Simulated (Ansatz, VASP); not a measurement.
CuAu3: VASP beside Ansatz

The input INCAR:

```
PREC = Accurate ; ENCUT = 520
EDIFF = 1E-6 ; ISMEAR = -1
SIGMA = 0.05 ; LREAL = False
LASPH = True ; NELM = 60
ALGO = Normal ; ISIF = 2
LWAVE = False ; LCHARG = False
NBANDS = 30
```

File KPOINTS:

```
regular mesh
0
Gamma
  9 9 9
```

POSCAR

```
CuAu3
1.0
    3.9800000000      0.0000000000      0.0000000000
    0.0000000000      3.9800000000      0.0000000000
    0.0000000000      0.0000000000      3.9402000000
Cu Au
1 3
Direct
    0.0000000000      0.0000000000      0.0000000000
    0.0000000000      0.5000000000      0.5000000000
    0.5000000000      0.0000000000      0.5000000000
    0.5000000000      0.5000000000      0.0000000000
```

Input for Ansatz:

```yaml
crystal:
  lattice:
    - [3.98, 0.0, 0.0]
    - [0.0, 3.98, 0.0]
    - [0.0, 0.0, 3.9402]
  atoms:
    - { symbol: Cu, position: [0.0, 0.0, 0.0] }
    - { symbol: Au, position: [0.0, 0.5, 0.5] }
    - { symbol: Au, position: [0.5, 0.0, 0.5] }
    - { symbol: Au, position: [0.5, 0.5, 0.0] }
kpoints:
  mp_grid: { grid: [9, 9, 9] }
  band_path:
    path:
      - [0.0, 0.0, 0.0]
      - [0.0, 0.5, 0.0]
      - [0.5, 0.5, 0.0]
      - [0.0, 0.0, 0.0]
      - [0.0, 0.0, 0.5]
      - [0.0, 0.5, 0.5]
      - [0.5, 0.5, 0.5]
      - [0.0, 0.0, 0.5]
      - [0.0, 0.5, 0.0]
    npoints: 5
scf:
  occupations: { method: fermi_dirac, width: 0.05 }
hamiltonian:
  xc: lda
  pseudopotentials: { kind: all_electron, lapw: { basis_error: 0.001 } }
output:
  forces: true
  stress: true
  eigenvalues: true
```

Change from the starting cell: zz strain of -1 %.

Alike in both runs: task single point; functional LDA; k mesh 9 × 9 × 9; occupations fermi-dirac, width 0.05 eV; no spin polarisation.

|  | VASP | Ansatz |
| --- | --- | --- |
| version | VASP 6.6.1 | Ansatz 0.2.0 |
| potentials or method | VASP PAW LDA potentials, release 64 (Cu, Au), cutoff 520 eV | all-electron LAPW, scalar-relativistic |

VASP gave:

| Item | Value |
| --- | --- |
| pressure (GPa) | -3.5 |
| traceless stress, the component that is largest in VASP (GPa) | 0.24 |

Estimate Ansatz's values.

pressure (GPa): -4.0; traceless stress, the component that is largest in VASP (GPa): 0.21.

LDA's correlation is that of Perdew and Zunger in VASP and of Perdew and Wang (1992) in Ansatz. Ansatz ran all-electron here, and VASP with PAW potentials.

Neither program's run includes spin-orbit coupling.
